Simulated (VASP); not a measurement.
# W (Fm-3m) in VASP: further runs

The runs below take W through single point, relaxation of cell and atoms, with PBEsol.

All numbers are computed with VASP 6.6.1; they aren't measurements. Logs are shortened: lines on timing, memory, paths and dates and some standing lists are left out, and cuts for length are marked.

**1. The cell of the first run**

Symmetry: Fm-3m, No. 225, cubic system. The conventional cell has a = 3.998 Å, b = 3.998 Å, c = 3.998 Å, α = 90.00°, β = 90.00°, γ = 90.00°. W (site symmetry m-3m) has 12 W at 2.83 Å within 3.7 Å.

**2. Single point, PBEsol**

Contents of INCAR:

```
  ALGO = Normal
  EDIFF = 1E-6
  ENCUT = 520
  GGA = PS
  ISIF = 2
  ISMEAR = 1
  LASPH = True
  LCHARG = False
  LREAL = False
  LWAVE = False
  NBANDS = 13
  NELM = 100
  PREC = Accurate
  SIGMA = 0.1
```

Contents of KPOINTS:

```
k-points
0
Gamma
  14 14 14
```

Contents of POSCAR:

```
W
1.0
    0.0000000000      1.9991776569      1.9991776569
    1.9991776569      0.0000000000      1.9991776569
    1.9991776569      1.9991776569      0.0000000000
W
1
Direct
    0.0000000000      0.0000000000      0.0000000000
```

Potentials or basis: VASP PAW PBE potentials, release 64 (W_sv).

Started as:

```
$ cat potpaw_PBE.64/W_sv/POTCAR > POTCAR
$ mpirun -np 1 vasp_std > vasp.out
```

OUTCAR:

```text
EDIFF = 1E-6
   ENCUT = 520
   GGA = PS
   ISIF = 2
   ISMEAR = 1
   LASPH = True
   LREAL = False
   NELM = 100
   PREC = Accurate

 ion  position               nearest neighbor table
   1  0.000  0.000  0.000-

  LATTYP: Found a face centered cubic cell.
 ALAT       =     3.9983553138

  Lattice vectors:

 A1 = (   0.0000000000,   1.9991776569,   1.9991776569)
 A2 = (   1.9991776569,   0.0000000000,   1.9991776569)
 A3 = (   1.9991776569,   1.9991776569,   0.0000000000)

Analysis of symmetry for initial positions (statically):
=====================================================================
 Subroutine PRICEL returns:
 Original cell was already a primitive cell.

 Routine SETGRP: Setting up the symmetry group for a
 face centered cubic supercell.

 Subroutine GETGRP returns: Found 48 space group operations
 (whereof 48 operations were pure point group operations)
 out of a pool of 48 trial point group operations.

The static configuration has the point symmetry O_h .

Analysis of symmetry for dynamics (positions and initial velocities):
=====================================================================
 Subroutine PRICEL returns:
 Original cell was already a primitive cell.

 Routine SETGRP: Setting up the symmetry group for a
 face centered cubic supercell.

 Subroutine GETGRP returns: Found 48 space group operations
 (whereof 48 operations were pure point group operations)
 out of a pool of 48 trial point group operations.

The dynamic configuration has the point symmetry O_h .

 Subroutine INISYM returns: Found 48 space group operations
 (whereof 48 operations are pure point group operations),
 and found     1 'primitive' translations

----------------------------------------------------------------------------------------

                                     Primitive cell

  volume of cell :      15.9803

  direct lattice vectors                    reciprocal lattice vectors
     0.000000000  1.999177657  1.999177657    -0.250102835  0.250102835  0.250102835
     1.999177657  0.000000000  1.999177657     0.250102835 -0.250102835  0.250102835
     1.999177657  1.999177657  0.000000000     0.250102835  0.250102835 -0.250102835

  length of vectors
     2.827264156  2.827264156  2.827264156     0.433190818  0.433190818  0.433190818

  position of ions in fractional coordinates (direct lattice)
     0.000000000  0.000000000  0.000000000

  ion indices of the primitive-cell ions
   primitive index   ion index
                 1           1

----------------------------------------------------------------------------------------

 KPOINTS: k-points

Automatic generation of k-mesh.
 Grid dimensions read from file:
 generate k-points for:   14   14   14

 Generating k-lattice:

  Cartesian coordinates                     Fractional coordinates (reciprocal lattice)
    -0.017864488  0.017864488  0.017864488     0.071428571  0.000000000  0.000000000
     0.017864488 -0.017864488  0.017864488     0.000000000  0.071428571  0.000000000
     0.017864488  0.017864488 -0.017864488     0.000000000  0.000000000  0.071428571

  Length of vectors
     0.030942201  0.030942201  0.030942201

  Shift w.r.t. Gamma in fractional coordinates (k-lattice)
     0.000000000  0.000000000  0.000000000

 Subroutine IBZKPT returns following result:
 ===========================================

 Found    104 irreducible k-points:

 Following reciprocal coordinates:
            Coordinates               Weight
  0.000000  0.000000  0.000000      1.000000
  0.071429  0.000000  0.000000      8.000000
  0.142857  0.000000  0.000000      8.000000
  0.214286  0.000000  0.000000      8.000000
  0.285714  0.000000  0.000000      8.000000
  0.357143  0.000000  0.000000      8.000000
[... 16 lines left out ...]
  0.214286  0.142857  0.000000     24.000000
  0.285714  0.142857  0.000000     24.000000
 [... further k-points ...]
   k-points           NKPTS =    104   k-points in BZ     NKDIM =    104   number of bands    NBANDS=     13
   number of dos      NEDOS =    301   number of ions     NIONS =      1
   total plane-waves  NPLWV =  13824
   dimension x,y,z NGX =    24 NGY =   24 NGZ =   24
   dimension x,y,z NGXF=    48 NGYF=   48 NGZF=   48
   ions per type =               1
   NGX,Y,Z   is equivalent  to a cutoff of  14.11, 14.11, 14.11 a.u.
   NGXF,Y,Z  is equivalent  to a cutoff of  28.22, 28.22, 28.22 a.u.
 SYSTEM =  unknown system
   PREC   = accura    normal or accurate (medium, high low for compatibility)
   ISTART =      0    job   : 0-new  1-cont  2-samecut
   ICHARG =      2    charge: 1-file 2-atom 10-const
   ISPIN  =      1    spin polarized calculation?
   LNONCOLLINEAR =      F non collinear calculations
   LSORBIT =      F    spin-orbit coupling
   LASPH  =      T    aspherical Exc in radial PAW
   ENCUT  =  520.0 eV  38.22 Ry    6.18 a.u.   5.26  5.26  5.26*2*pi/ulx,y,z
   NELM   =    100;   NELMIN=  2; NELMDL= -5     # of ELM steps
   EDIFF  = 0.1E-05   stopping-criterion for ELM
   LREAL  =      F    real-space projection
   EDIFFG = 0.1E-04   stopping-criterion for IOM
   NSW    =      0    number of steps for IOM
   IBRION =     -1    ionic relax: 0-MD 1-quasi-New 2-CG
   NFREE  =      0    steps in history (QN), initial steepest desc. (CG)
   ISIF   =      2    stress and relaxation
   ISYM   =      2    0-nonsym 1-usesym 2-fastsym
   POTIM  = 0.5000    time-step for ionic-motion
   TEBEG  =    0.0;   TEEND  =   0.0 temperature during run
   PSTRESS=    0.0 pullay stress
   NELECT =      14.0000    total number of electrons
   NUPDOWN=      -1.0000    fix difference up-down
   EMIN   =  10.00;   EMAX   =-10.00  energy-range for DOS
   EFERMI =   0.00;   METHOD = LEGACY
   ISMEAR =     1;   SIGMA  =   0.10  broadening in eV -4-tet -1-fermi 0-gaus
   EFERMI_NEDOS =   21; number of points for ismear=-14 and -15
   IALGO  =     38    algorithm
   IMIX   =      4    mixing-type and parameters
     AMIX     =   0.40;   BMIX     =  1.00
     AMIX_MAG =   1.60;   BMIX_MAG =  1.00
  volume/ion in A,a.u.               =      15.98       107.84
  Fermi-wavevector in a.u.,A,eV,Ry     =   1.566473  2.960204 33.386469  2.453836
  Thomas-Fermi vector in A             =   2.668795
   LORBIT       =      0    0 simple, 1 ext, 2 COOP (PROOUT), +10 PAW based schemes
   GGA     = PS    functional components
   LHFCALC =     F    Hartree Fock is set to
   AEXX    =    0.0000 exact exchange contribution
   IVDW    =     0    specifies the selected vdW correction
   LEPSILON=     F    determine dielectric tensor
   LRPA    =     F    only Hartree local field effects (RPA)
 non-spin polarized calculation
 Methfessel and Paxton  Order N= 1 SIGMA  =   0.10
  energy-cutoff  :      520.00
  volume of cell :       15.98
 maximum number of plane-waves:       444
 NGX is ok and might be reduce to    24
   NGX = 11   NGY = 11   NGZ = 11

 number of electron      14.0000000 magnetization

 Free energy of the ion-electron system (eV)
  ---------------------------------------------------
  ext. energy  EPLUGINS =         0.00000000
  ---------------------------------------------------
  free energy    TOTEN  =       -13.31038655 eV

  energy without entropy =      -13.31046206  energy(sigma->0) =      -13.31041172

 E-fermi :  10.6501     XC(G=0): -13.7059

 val. band max:       10.6437682288   @ k =   0.4286   0.3571   0.0714
 cond. band min:      10.6534198296   @ k =  -0.1429   0.0714   0.0000
 fundamental gap:      0.0096516008
 Fermi energy:        10.6501039825

 k-point     1 :       0.0000    0.0000    0.0000
  band No.  band energies     occupation
      1     -62.8973      2.00000
      2     -26.4876      2.00000
      3     -26.4876      2.00000
      4     -26.4876      2.00000
      5       1.5417      2.00000
      6      10.0895      2.00000
      7      10.0895      2.00000
      8      10.0895      2.00000
      9      13.3267      0.00000
     10      13.3267      0.00000
     11      23.5471      0.00000
     12      28.8597      0.00000
     13      28.8597      0.00000

 k-point     2 :       0.0714    0.0000    0.0000
  band No.  band energies     occupation
      1     -62.8915      2.00000
      2     -26.5546      2.00000
      3     -26.4960      2.00000
      4     -26.4960      2.00000
      5       1.7731      2.00000
      6       9.9112      2.00000
      7      10.1970      2.00000
      8      10.1970      2.00000
      9      13.2268      0.00000
     10      13.2268      0.00000
     11      24.0109      0.00000
     12      27.9172      0.00000
     13      29.2954      0.00000

 k-point     3 :       0.1429    0.0000    0.0000
  band No.  band energies     occupation
      1     -62.8749      2.00000
      2     -26.7396      2.00000
      3     -26.5197      2.00000
      4     -26.5197      2.00000
      5       2.4231      2.00000
      6       9.4980      2.00000
      7      10.4442      2.01316
      8      10.4442      2.01316
      9      13.0546      0.00000
     10      13.0546      0.00000
     11      25.0626      0.00000
     12      26.5312      0.00000
     13      30.5321      0.00000
[... 305 lines left out ...]
 k-point    23 :       0.2143    0.1429    0.0000
  band No.  band energies     occupation
      1     -62.8495      2.00000
      2     -26.9012      2.00000
      3     -26.6185      2.00000
      4     -26.6083      2.00000
      5       3.4323      2.00000
      6       8.5841      2.00000
      7      10.8784     -0.00577
      8      11.1758     -0.00000
      9      11.8508     -0.00000
     10      13.9540      0.00000
     11      26.7311      0.00000
     12      27.3445      0.00000
     13      30.1780      0.00000

 k-point    24 :       0.2857    0.1429    0.0000
  band No.  band energies     occupation
      1     -62.8261      2.00000
      2     -27.1306      2.00000
      3     -26.6609      2.00000
      4     -26.6481      2.00000
      5       4.3402      2.00000
      6       8.3015      2.00000
      7      10.2787      2.00000
      8      11.2942     -0.00000
      9      12.7215      0.00000
     10      14.4236      0.00000
     11      25.4915      0.00000
     12      28.5900      0.00000
     13      30.8886      0.00000

 [... further k-points ...]
[... 5 lines left out ...]
  --------------------------------------------------------------------------------------
  -------------------------------------------------------------------------------------
  Total        0.0655591      0.0655591      0.0655591     -0.0000000      0.0000000     -0.0000000
  in kB        6.5729367      6.5729367      6.5729367     -0.0000000      0.0000000     -0.0000000
  external PRESSURE =       6.5729367 kB  Pullay stress =       0.0000000 kB

 VOLUME and BASIS-vectors are now :
 -----------------------------------------------------------------------------
  energy-cutoff  :      520.00
  volume of cell :       15.98
      direct lattice vectors                 reciprocal lattice vectors
     0.000000000  1.999177657  1.999177657    -0.250102835  0.250102835  0.250102835
     1.999177657  0.000000000  1.999177657     0.250102835 -0.250102835  0.250102835
     1.999177657  1.999177657  0.000000000     0.250102835  0.250102835 -0.250102835

 POSITION                                       TOTAL-FORCE (eV/Angst)
 -----------------------------------------------------------------------------------
      0.00000      0.00000      0.00000        -0.000000     -0.000000     -0.000000
 -----------------------------------------------------------------------------------
    total drift:                                0.000000      0.000000      0.000000

  FREE ENERGIE OF THE ION-ELECTRON SYSTEM (eV)
  ---------------------------------------------------
  free  energy   TOTEN  =       -13.3103865487 eV

  energy  without entropy=      -13.3104620612  energy(sigma->0) =      -13.31041172
```

It took 11 s on 1 thread of AMD EPYC 9R45 (Zen 5), shared host; peak memory 0.12 GiB.

What came out:

* Free energy: -13.3104 eV
* Pressure: 0.7 GPa
* Band gap on the k mesh: zero (band 7 reaches 13.90 eV, above the bottom of band 8 at 10.09 eV)

Caveat: the PAW data sets were made with another functional, which shifts forces and pressure a little; spin-orbit coupling is left out, which moves the levels of the heavy elements.

**3. Relaxation of cell and atoms, PBEsol**

This run uses another cell than the first one, of 16.73 Å³/atom, 1.047 times its volume.

Contents of INCAR:

```
PREC = Accurate
ENCUT = 600
EDIFF = 1E-6
ISMEAR = 1
SIGMA = 0.1
LREAL = False
LASPH = True
NELM = 60
ALGO = Normal
ISIF = 3
LWAVE = False
LCHARG = False
GGA = PS
IBRION = 2
NSW = 50
EDIFFG = -0.02
```

Contents of KPOINTS:

```
regular mesh
0
Gamma
  14 14 14
```

Contents of POSCAR:

```
W
1.0
    0.0000000000      2.0300000000      2.0300000000
    2.0300000000      0.0000000000      2.0300000000
    2.0300000000      2.0300000000      0.0000000000
W
1
Direct
    0.0000000000      0.0000000000      0.0000000000
```

Potentials or basis: VASP PAW PBE potentials, release 64 (W_sv).

Started as:

```
$ cat potpaw_PBE.64/W_sv/POTCAR > POTCAR
$ mpirun -np 1 vasp_std > vasp.out
```

It took 29 s on 1 thread of AMD EPYC 9R45 (Zen 5), shared host; peak memory 0.13 GiB.

Results (log left out):

```yaml
Free_energy: -13.3106 eV
Relaxed_volume: 16.02 Å³/atom
Relaxed_cell: a = 2.830 Å, b = 2.830 Å, c = 2.830 Å, α = 60.00°, β = 60.00°, γ = 60.00°
Space_group_after_relaxing_to_0.05_Å: Fm-3m (No. 225)
Energy_gained_by_relaxing: 28.2 meV/atom
Ionic_steps: 4
Pressure_after_relaxing: -0.1 GPa
Band_gap_on_the_k_mesh: zero (band 7 reaches 13.85 eV, above the bottom of band 8 at 10.05 eV)
```

Step by step:
```
step  energy change (eV)  largest force (eV/Å)  pressure (GPa)  volume (Å³)
   1              0.0000                0.0000          -12.21        16.73
   2              0.3337                0.0000           59.77        13.83
   3             -0.0281                0.0000           -0.86        16.06
   4             -0.0282                0.0000           -0.13        16.02
```

Final structure:
```
CELL_PARAMETERS angstrom
0.00000 2.00099 2.00099
2.00099 0.00000 2.00099
2.00099 2.00099 0.00000
ATOMIC_POSITIONS crystal
W 0.00000 0.00000 0.00000
```

Levels at points of the mesh, in eV from the Fermi level:
| k point | band 5 | band 6 | band 7 | band 8 | band 9 | band 10 |
| --- | --- | --- | --- | --- | --- | --- |
| (0.00, 0.00, 0.00) | -9.09 | -0.56 | -0.56 | -0.56 | 2.67 | 2.67 |
| (0.50, 0.00, 0.00) | -5.71 | -0.80 | -0.80 | 0.76 | 5.25 | 5.25 |
| (0.50, 0.50, 0.00) | -5.63 | -4.64 | 3.24 | 5.21 | 6.02 | 6.02 |

Caveat: the PAW data sets were made with another functional, which shifts forces and pressure a little; spin-orbit coupling is left out, which moves the levels of the heavy elements.

**4. Relaxation of cell and atoms, PBEsol, target pressure 5 GPa, at which the enthalpy is minimised**

This run uses another cell than the first one, of 16.73 Å³/atom, 1.047 times its volume.

Contents of INCAR:

```
PREC     = Accurate       # precision mode
ENCUT    = 600            # plane-wave cutoff, eV
EDIFF    = 1E-6           # SCF threshold, eV
ISMEAR   = 1              # smearing method
SIGMA    = 0.1            # smearing width, eV
LREAL    = False          # projectors in reciprocal space
LASPH    = True           # aspherical terms in the spheres
NELM     = 60             # most SCF steps
ALGO     = Normal         # electronic algorithm
ISIF     = 3              # what is computed and relaxed
LWAVE    = False          # write WAVECAR
LCHARG   = False          # write CHGCAR
GGA      = PS             # functional
IBRION   = 2              # ionic algorithm
NSW      = 50             # ionic steps
EDIFFG   = -0.02          # ionic threshold
PSTRESS  = 50.0
```

Contents of KPOINTS:

```
Automatic mesh
0
Gamma
  14 14 14
```

POSCAR is that of step 3.

Started as:

```
$ cat potpaw_PBE.64/W_sv/POTCAR > POTCAR
$ mpirun -np 1 vasp_std > vasp.out
```

Wall time 35 s (1 thread of AMD EPYC 9R45 (Zen 5), shared host); peak memory 0.14 GiB.

It converged, with:

| Item | Value |
| --- | --- |
| Free energy | -13.3067 eV |
| Relaxed volume | 15.77 Å³/atom |
| Relaxed cell | a = 2.815 Å, b = 2.815 Å, c = 2.815 Å, α = 60.00°, β = 60.00°, γ = 60.00° |
| Space group after relaxing (to 0.05 Å) | Fm-3m (No. 225) |
| Energy change on relaxing (the enthalpy is what falls) | -24.3 meV/atom |
| Ionic steps | 5 |
| Pressure after relaxing | 5.0 GPa |
| Band gap on the k mesh | zero (band 7 reaches 14.18 eV, above the bottom of band 8 at 10.26 eV) |

Step by step:
| step | energy change (eV) | largest force (eV/Å) | pressure (GPa) | volume (Å³) |
| --- | --- | --- | --- | --- |
| 1 | 0.0000 | 0.0000 | -12.21 | 16.73 |
| 2 | 0.8909 | 0.0000 | 107.65 | 12.75 |
| 3 | -0.0267 | 0.0000 | 3.06 | 15.86 |
| 4 | -0.0249 | 0.0000 | 4.62 | 15.78 |
| 5 | -0.0243 | 0.0000 | 5.02 | 15.77 |

Final structure:
```cif
data_structure
_symmetry_space_group_name_H-M 'P 1'
_symmetry_Int_Tables_number 1
_cell_length_a 2.8145
_cell_length_b 2.8145
_cell_length_c 2.8145
_cell_angle_alpha 60.000
_cell_angle_beta 60.000
_cell_angle_gamma 60.000
_cell_volume 15.77
loop_
_atom_site_label
_atom_site_type_symbol
_atom_site_fract_x
_atom_site_fract_y
_atom_site_fract_z
_atom_site_occupancy
W1 W 0.00000 0.00000 0.00000 1
```

Levels at points of the mesh, in eV from the Fermi level:
```csv
k point,band 4,band 5,band 6,band 7,band 8,band 9,band 10,band 11
"(0.00, 0.00, 0.00)",-37.09,-9.17,-0.58,-0.58,-0.58,2.73,2.73,12.92
"(0.50, 0.00, 0.00)",-37.26,-5.79,-0.83,-0.83,0.82,5.37,5.37,10.93
"(0.50, 0.50, 0.00)",-37.56,-5.75,-4.74,3.34,5.33,6.16,6.16,12.13
```

Caveat: the cell is relaxed towards a set pressure, so the enthalpy falls and the energy may rise; the PAW data sets were made with another functional, which shifts forces and pressure a little; spin-orbit coupling is left out, which moves the levels of the heavy elements.

**5. Summary**

| task | cell | cutoff (eV) | gap on the mesh (eV) | pressure (GPa) |
| --- | --- | --- | --- | --- |
| single point | a = 2.827 Å, angles 60.0°, 1 atom | 520 | none | 0.7 |
| relaxation of cell and atoms | relaxed from a = 2.871 Å, angles 60.0°, 1 atom | 600 | none | -0.1 |
| relaxation of cell and atoms | relaxed to 5 GPa from a = 2.871 Å, angles 60.0°, 1 atom | 600 | none | 5.0 |

Alike in all rows: level PBEsol; potentials or basis VASP PAW PBE potentials, release 64 (W_sv); no spin polarisation; k mesh 14 × 14 × 14; smearing methfessel-paxton 0.1 eV.

Caveats: the PAW data sets were made with another functional, which shifts forces and pressure a little; spin-orbit coupling is left out, which moves the levels of the heavy elements; the cell is relaxed towards a set pressure, so the enthalpy falls and the energy may rise (some runs).

Total energies depend on the potentials used, so only differences within one code and one set of settings carry meaning.
